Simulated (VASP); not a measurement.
Write the native input for VASP 6.6.1 that does the following.

| Property | Result |
| --- | --- |
| Task | single point |
| Functional | PBE |
| Potentials or basis | VASP PAW PBE potentials, release 64 (Li_sv, H) |
| Cutoff | 520 eV |
| k mesh | 10 × 10 × 10 |
| Occupations | fermi-dirac, width 0.02 eV |
| Spin | no spin polarisation |
| Dipole correction | no |
| Further INCAR settings | ALGO = Normal; EDIFF = 1e-07; NBANDS = 9 |

The structure of LiH lies in POSCAR:

```
LiH
1.0
    2.5016587118      0.0000000000      0.0000000000
    0.0000000000      2.5016587118      0.0000000000
    0.0000000000      0.0000000000      2.4716388072
Li H
1 1
Direct
    0.0000000000      0.0000000000      0.0000000000
    0.5000000000      0.5000000000      0.5000000000
```

This cell differs from its parent crystal: uniaxial z strain -1.2%.

The input as run:

INCAR

```
ALGO = Normal
EDIFF = 1E-7
ENCUT = 520
GGA = PE
ISIF = 2
ISMEAR = -1
LASPH = True
LCHARG = False
LREAL = False
LWAVE = False
NBANDS = 9
NELM = 60
PREC = Accurate
SIGMA = 0.02
```

KPOINTS

```
k-points
0
Gamma
  10 10 10
```

Potentials or basis: VASP PAW PBE potentials, release 64 (Li_sv, H).

Run with:

```sh
$ cat potpaw_PBE.64/Li_sv/POTCAR potpaw_PBE.64/H/POTCAR > POTCAR
$ mpirun -np 1 vasp_std > vasp.out
```

Results of the run:

```
Band gap on the k mesh : 0.68 eV, indirect (least direct gap 4.18 eV)
```

Caveat: the cell differs from its parent crystal (uniaxial z strain -1.2%).

Wall time 7.1 s on 1 thread of Intel(R) Xeon(R) Platinum 8488C (Sapphire Rapids), on a shared host, peak memory 0.12 GiB.
